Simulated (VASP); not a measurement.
A run of VASP 6.6.1 is set up as follows.

The input INCAR:

```
PREC     = Accurate       # precision mode
ENCUT    = 500            # plane-wave cutoff, eV
EDIFF    = 1E-6           # SCF threshold, eV
ISMEAR   = -1             # smearing method
SIGMA    = 0.1            # smearing width, eV
LREAL    = F              # projectors in reciprocal space
LASPH    = T              # aspherical terms in the spheres
NELM     = 200            # most SCF steps
ALGO     = Normal         # electronic algorithm
ISIF     = 2              # what is computed and relaxed
LWAVE    = F              # write WAVECAR
LCHARG   = F              # write CHGCAR
ISPIN    = 2              # spin polarisation
MAGMOM   = 0              # initial moments
LORBIT   = 11             # projections on sites
LMAXMIX  = 4              # l up to which the mixer works
GGA      = PE             # functional
NBANDS   = 15             # bands
GGA_COMPAT= F
```

File KPOINTS:

```
regular mesh
0
Gamma
  8 8 8
```

POSCAR

```
Pd
1.0
   -1.6432230000      1.6432230000      1.6432230000
    1.6432230000     -1.6432230000      1.6432230000
    1.6432230000      1.6432230000     -1.6432230000
Pd
1
Direct
    0.0000000000      0.0000000000      0.0000000000
```

Potentials or basis: VASP PAW PBE potentials, release 64 (Pd).

Run with:

```console
$ cat potpaw_PBE.64/Pd/POTCAR > POTCAR
$ mpirun -np 1 vasp_std > vasp.out
```

Problem. Predict the pressure.

Solution. -15.1 GPa.

Problem. Predict the band gap on the k mesh.

Solution. Zero (filled and empty bands overlap).

Problem. What does it give for the net moment?

Solution. 0.00 μB per cell.
